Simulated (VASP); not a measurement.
# BN (BN (110), 3 layers) in VASP: density of states with LDA

Aim: the density of states of BN (BN (110), 3 layers) with LDA.

Program: VASP 6.6.1. These are calculated values, not measurements. Logs are shortened: lines on timing, memory, paths and dates and some standing lists are left out, and cuts for length are marked.

**1. The cell of the first run**

The cell holds a slab with vacuum, 6 atoms: a = 2.532 Å, b = 3.581 Å, c = 18.532 Å, α = 90.00°, β = 90.00°, γ = 90.00°.

**2. Density of states, LDA**

POSCAR reads:

```
BN
1.0
    2.5318878315      0.0000000000      0.0000000000
    0.0000000000      3.5806301097      0.0000000000
    0.0000000000      0.0000000000     18.5319000000
B N
3 3
Direct
    0.2500000000      0.1250000000      0.4316883905
    0.7500000000      0.6250000000      0.5000000000
    0.2500000000      0.1250000000      0.5683116095
    0.7500000000      0.8750000000      0.4316883905
    0.2500000000      0.3750000000      0.5000000000
    0.7500000000      0.8750000000      0.5683116095
```

INCAR.step1 reads:

```
SYSTEM = BN
ALGO = Normal
DIPOL = 0.5 0.5 0.500
EDIFF = 1E-7
ENCUT = 520
GGA = CA
IDIPOL = 3
ISIF = 2
ISMEAR = -1
LASPH = .TRUE.
LCHARG = .TRUE.
LDIPOL = .TRUE.
LREAL = .FALSE.
LWAVE = .FALSE.
NBANDS = 21
NELM = 100
PREC = Accurate
SIGMA = 0.02
```

KPOINTS.step1 reads:

```
k-points
0
G
  10 7 1
  0 0 0
```

INCAR.step2 reads:

```
SYSTEM = BN
ALGO = Normal
DIPOL = 0.5 0.5 0.500
EDIFF = 1E-7
ENCUT = 520
GGA = CA
ICHARG = 11
IDIPOL = 3
ISIF = 2
ISMEAR = -5
LASPH = .TRUE.
LCHARG = .FALSE.
LDIPOL = .TRUE.
LORBIT = 11
LREAL = .FALSE.
LWAVE = .FALSE.
NBANDS = 21
NEDOS = 2001
NELM = 100
PREC = Accurate
SIGMA = 0.02
```

KPOINTS.step2 reads:

```
k-points
0
G
  15 11 1
  0 0 0
```

Potentials or basis: VASP PAW LDA potentials, release 64 (B, N).

Run with:

```sh
$ cat potpaw_LDA.64/B/POTCAR potpaw_LDA.64/N/POTCAR > POTCAR
$ cp INCAR.step1 INCAR
$ cp KPOINTS.step1 KPOINTS
$ mpirun -np 1 vasp_std > vasp.out
$ cp INCAR.step2 INCAR
$ cp KPOINTS.step2 KPOINTS
$ mpirun -np 1 vasp_std > vasp.out
```

OUTCAR:

```text
SYSTEM = BN
   EDIFF = 1E-7
   ENCUT = 520
   GGA = CA
   ICHARG = 11
   ISIF = 2
   ISMEAR = -5
   LASPH = .TRUE.
   LORBIT = 11
   LREAL = .FALSE.
   NELM = 100
   PREC = Accurate

 ion  position               nearest neighbor table
   1  0.250  0.125  0.432-   4 1.55   4 1.55   5 1.55
   2  0.750  0.625  0.500-   5 1.55   5 1.55   6 1.55   4 1.55
   3  0.250  0.125  0.568-   6 1.55   6 1.55   5 1.55
   4  0.750  0.875  0.432-   1 1.55   1 1.55   2 1.55
   5  0.250  0.375  0.500-   2 1.55   2 1.55   3 1.55   1 1.55
   6  0.750  0.875  0.568-   3 1.55   3 1.55   2 1.55

  LATTYP: Found a simple orthorhombic cell.
 ALAT       =     2.5318878315
 B/A-ratio  =     1.4142135624
 C/A-ratio  =     7.3194000814

  Lattice vectors:

 A1 = (   2.5318878315,   0.0000000000,   0.0000000000)
 A2 = (   0.0000000000,   3.5806301097,   0.0000000000)
 A3 = (   0.0000000000,   0.0000000000,  18.5319000000)

Analysis of symmetry for initial positions (statically):
=====================================================================
 Subroutine PRICEL returns:
 Original cell was already a primitive cell.

 Routine SETGRP: Setting up the symmetry group for a
 simple orthorhombic supercell.

 Subroutine GETGRP returns: Found  4 space group operations
 (whereof  2 operations were pure point group operations)
 out of a pool of  8 trial point group operations.

The static configuration has the point symmetry C_1h.
 The point group associated with its full space group is C_2v.

Analysis of symmetry for dynamics (positions and initial velocities):
=====================================================================
 Subroutine PRICEL returns:
 Original cell was already a primitive cell.

 Routine SETGRP: Setting up the symmetry group for a
 simple orthorhombic supercell.

 Subroutine GETGRP returns: Found  4 space group operations
 (whereof  2 operations were pure point group operations)
 out of a pool of  8 trial point group operations.

The dynamic configuration has the point symmetry C_1h.
 The point group associated with its full space group is C_2v.

 Subroutine INISYM returns: Found  4 space group operations
 (whereof  2 operations are pure point group operations),
 and found     1 'primitive' translations

----------------------------------------------------------------------------------------

                                     Primitive cell

  volume of cell :     168.0056

  direct lattice vectors                    reciprocal lattice vectors
     2.531887832  0.000000000  0.000000000     0.394962205  0.000000000  0.000000000
     0.000000000  3.580630110  0.000000000     0.000000000  0.279280453  0.000000000
     0.000000000  0.000000000 18.531900000     0.000000000  0.000000000  0.053961008

  length of vectors
     2.531887832  3.580630110 18.531900000     0.394962205  0.279280453  0.053961008

  position of ions in fractional coordinates (direct lattice)
     0.250000000  0.125000000  0.431688390
     0.750000000  0.625000000  0.500000000
     0.250000000  0.125000000  0.568311610
     0.750000000  0.875000000  0.431688390
     0.250000000  0.375000000  0.500000000
     0.750000000  0.875000000  0.568311610

  ion indices of the primitive-cell ions
   primitive index   ion index
                 1           1
                 2           2
                 3           3
                 4           4
                 5           5
                 6           6

----------------------------------------------------------------------------------------

 KPOINTS: k-points

Automatic generation of k-mesh.
 Grid dimensions read from file:
 generate k-points for:   15   11    1

 Generating k-lattice:

  Cartesian coordinates                     Fractional coordinates (reciprocal lattice)
     0.026330814  0.000000000  0.000000000     0.066666667  0.000000000  0.000000000
     0.000000000  0.025389132  0.000000000     0.000000000  0.090909091  0.000000000
     0.000000000  0.000000000  0.053961008     0.000000000  0.000000000  1.000000000

  Length of vectors
     0.026330814  0.025389132  0.053961008

  Shift w.r.t. Gamma in fractional coordinates (k-lattice)
     0.000000000  0.000000000  0.000000000

 TETIRR: Found    457 inequivalent tetrahedra from      990

 Subroutine IBZKPT returns following result:
 ===========================================

 Found     48 irreducible k-points:

 Following reciprocal coordinates:
            Coordinates               Weight
  0.000000  0.000000  0.000000      1.000000
  0.066667  0.000000  0.000000      2.000000
  0.133333  0.000000  0.000000      2.000000
  0.200000  0.000000  0.000000      2.000000
  0.266667  0.000000  0.000000      2.000000
  0.333333  0.000000  0.000000      2.000000
[... 16 lines left out ...]
  0.400000  0.181818  0.000000      4.000000
  0.466667  0.181818  0.000000      4.000000
 [... further k-points ...]
   k-points           NKPTS =     48   k-points in BZ     NKDIM =     48   number of bands    NBANDS=     21
   number of dos      NEDOS =   2001   number of ions     NIONS =      6
   total plane-waves  NPLWV =  78400
   dimension x,y,z NGX =    20 NGY =   28 NGZ =  140
   dimension x,y,z NGXF=    40 NGYF=   56 NGZF=  280
   ions per type =               3   3
   NGX,Y,Z   is equivalent  to a cutoff of  13.13, 13.00, 12.56 a.u.
   NGXF,Y,Z  is equivalent  to a cutoff of  26.26, 26.00, 25.12 a.u.
 SYSTEM =  BN
   PREC   = accura    normal or accurate (medium, high low for compatibility)
   ISTART =      0    job   : 0-new  1-cont  2-samecut
   ICHARG =     11    charge: 1-file 2-atom 10-const
   ISPIN  =      1    spin polarized calculation?
   LNONCOLLINEAR =      F non collinear calculations
   LSORBIT =      F    spin-orbit coupling
   LASPH  =      T    aspherical Exc in radial PAW
   ENCUT  =  520.0 eV  38.22 Ry    6.18 a.u.   4.71  6.66 34.46*2*pi/ulx,y,z
   NELM   =    100;   NELMIN=  2; NELMDL=  0     # of ELM steps
   EDIFF  = 0.1E-06   stopping-criterion for ELM
   LREAL  =      F    real-space projection
   EDIFFG = 0.1E-05   stopping-criterion for IOM
   NSW    =      0    number of steps for IOM
   IBRION =     -1    ionic relax: 0-MD 1-quasi-New 2-CG
   NFREE  =      0    steps in history (QN), initial steepest desc. (CG)
   ISIF   =      2    stress and relaxation
   ISYM   =      2    0-nonsym 1-usesym 2-fastsym
   POTIM  = 0.5000    time-step for ionic-motion
   TEBEG  =    0.0;   TEEND  =   0.0 temperature during run
   PSTRESS=    0.0 pullay stress
   NELECT =      24.0000    total number of electrons
   NUPDOWN=      -1.0000    fix difference up-down
   EMIN   =  10.00;   EMAX   =-10.00  energy-range for DOS
   EFERMI =   0.00;   METHOD = LEGACY
   ISMEAR =    -5;   SIGMA  =   0.02  broadening in eV -4-tet -1-fermi 0-gaus
   EFERMI_NEDOS =   21; number of points for ismear=-14 and -15
   IALGO  =     38    algorithm
   IMIX   =      4    mixing-type and parameters
     AMIX     =   0.40;   BMIX     =  1.00
     AMIX_MAG =   1.60;   BMIX_MAG =  1.00
  volume/ion in A,a.u.               =      28.00       188.96
  Fermi-wavevector in a.u.,A,eV,Ry     =   0.855797  1.617221  9.964744  0.732388
  Thomas-Fermi vector in A             =   1.972601
   LORBIT       =     11    0 simple, 1 ext, 2 COOP (PROOUT), +10 PAW based schemes
   GGA     = CA    functional components
   LHFCALC =     F    Hartree Fock is set to
   AEXX    =    0.0000 exact exchange contribution
   IVDW    =     0    specifies the selected vdW correction
   LEPSILON=     F    determine dielectric tensor
   LRPA    =     F    only Hartree local field effects (RPA)
 non-spin polarized calculation
 Fermi weights with tetrahedron method with Bloechl corrections
  energy-cutoff  :      520.00
  volume of cell :      168.01
 maximum number of plane-waves:      4554
 NGX is ok and might be reduce to    20

 number of electron      23.9999998 magnetization

 dipolmoment           0.000000      0.000000      0.000000 electrons x Angstroem

 Free energy of the ion-electron system (eV)
  ---------------------------------------------------
  ext. energy  EPLUGINS =         0.00000000
  ---------------------------------------------------
  free energy    TOTEN  =       -52.18572273 eV

  energy without entropy =      -52.18572273  energy(sigma->0) =      -52.18572273

 E-fermi :  -2.8026     XC(G=0):  -3.8282

 val. band max:       -2.8083121943   @ k =   0.4667   0.0000   0.0000
 cond. band min:      -2.0413153956   @ k =   0.4667   0.0000   0.0000
 fundamental gap:      0.7669967987
 Fermi energy:        -2.8026003514

 k-point     1 :       0.0000    0.0000    0.0000
  band No.  band energies     occupation
      1     -22.3966      2.00000
      2     -18.6893      2.00000
      3     -17.3259      2.00000
      4     -11.3600      2.00000
      5      -9.9444      2.00000
      6      -9.0376      2.00000
[... 13 lines left out ...]
     20       5.9908      0.00000
     21       6.3519      0.00000

 k-point     2 :       0.0667    0.0000    0.0000
  band No.  band energies     occupation
      1     -22.3259      2.00000
      2     -18.6283      2.00000
      3     -17.2939      2.00000
      4     -11.3086      2.00000
      5      -9.9026      2.00000
      6      -8.9753      2.00000
[... 13 lines left out ...]
     20       5.9727      0.00000
     21       6.1711      0.00000
[... 487 lines left out ...]
      5     -10.7065      2.00000
      6     -10.3314      2.00000
[... 13 lines left out ...]
     20       7.4479      0.00000
     21       8.0399      0.00000

 k-point    24 :       0.4667    0.1818    0.0000
  band No.  band energies     occupation
      1     -19.3210      2.00000
      2     -17.9919      2.00000
      3     -16.5934      2.00000
      4     -11.7993      2.00000
      5     -11.1673      2.00000
      6     -11.0795      2.00000
[... 13 lines left out ...]
     20       7.9240      0.00000
     21       8.7115      0.00000

 [... further k-points ...]

------------------------ aborting loop because EDIFF is reached ----------------------------------------

 vacuum level on the upper side and lower side of the slab       (xc-potential included)        -0.057        -0.057

  FORCE on cell =-STRESS in cart. coord.  units (eV):
  Direction    XX          YY          ZZ          XY          YZ          ZX
  --------------------------------------------------------------------------------------
  -------------------------------------------------------------------------------------
  Total       -5.8520842     -9.0397087     -3.1079836      0.0000000      0.0000000      0.0000000
  in kB      -55.8081059    -86.2067253    -29.6391289      0.0000000      0.0000000      0.0000000
  external PRESSURE =     -57.2179867 kB  Pullay stress =       0.0000000 kB

 VOLUME and BASIS-vectors are now :
 -----------------------------------------------------------------------------
  energy-cutoff  :      520.00
  volume of cell :      168.01
      direct lattice vectors                 reciprocal lattice vectors
     2.531887832  0.000000000  0.000000000     0.394962205  0.000000000  0.000000000
     0.000000000  3.580630110  0.000000000     0.000000000  0.279280453  0.000000000
     0.000000000  0.000000000 18.531900000     0.000000000  0.000000000  0.053961008

 POSITION                                       TOTAL-FORCE (eV/Angst)
 -----------------------------------------------------------------------------------
      0.63297      0.44758      8.00001         0.000000     -5.175968      3.248789
      1.89892      2.23789      9.26595         0.000000      0.682185      0.000000
      0.63297      0.44758     10.53189         0.000000     -5.175968     -3.248789
      1.89892      3.13305      8.00001         0.000000      3.905058     -2.046153
      0.63297      1.34274      9.26595         0.000000      1.859637      0.000000
      1.89892      3.13305     10.53189        -0.000000      3.905058      2.046153
 -----------------------------------------------------------------------------------
    total drift:                                0.000000      0.000912      0.000000

  FREE ENERGIE OF THE ION-ELECTRON SYSTEM (eV)
  ---------------------------------------------------
  free  energy   TOTEN  =       -52.1857227319 eV

  energy  without entropy=      -52.1857227319  energy(sigma->0) =      -52.18572273

 vacuum level on the upper side and lower side of the slab         2.861         2.861

 total charge

# of ion       s       p       d       tot
------------------------------------------
    1        0.666   1.172   0.000   1.838
    2        0.677   1.356   0.000   2.033
    3        0.666   1.172   0.000   1.838
    4        1.208   2.603   0.000   3.811
    5        1.213   2.718   0.000   3.931
    6        1.208   2.603   0.000   3.811
--------------------------------------------------
tot          5.638  11.624   0.000  17.261
```

Wall time 2.1 min (1 thread of AMD EPYC 9R45 (Zen 5), shared host); peak memory 0.25 GiB.

Results:

```yaml
Valence_electrons_inside_the_program's_atomic_spheres: B 1.84, 2.03; N 3.81, 3.93
```

Levels at points of the mesh, in eV from the valence-band top:
```tsv
k point	band 9	band 10	band 11	band 12	band 13	band 14	band 15	band 16
(0.00, 0.00, 0.00)	-2.10	-2.00	-0.70	-0.56	1.22	3.44	4.96	5.59
```
